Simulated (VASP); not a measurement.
Runs of VASP 6.6.1 on AlRu. The structure is that of space group Pm-3m (No. 221), or close to it. The cells are those of the table. 

```tsv
cell	gap on the mesh (eV)	pressure (GPa)
a = 2.910 Å, 2 atoms	none	17.5
a = 2.951 Å, 2 atoms	none	6.0
a = 2.992 Å, 2 atoms	none	(a)
a = 3.069 Å, 2 atoms	none	-16.5
a = 3.031 Å, 2 atoms	none	(b)
```

Alike in all rows: task single point; level PBEsol; potentials or basis VASP PAW PBE potentials, release 64 (Al, Ru_pv); no spin polarisation; k mesh 10 × 10 × 10; cutoff (eV) 520; smearing fermi-dirac 0.05 eV.

Q: Fill in the values left out.

A: (a) -3.2; (b) -10.6.

Caveats: the PAW data sets were made with another functional, which shifts forces and pressure a little.

A k mesh can miss the band edges, and the runs leave out spin-orbit coupling on Ru.

A gap of «none» marks levels without a gap at the run's occupations.
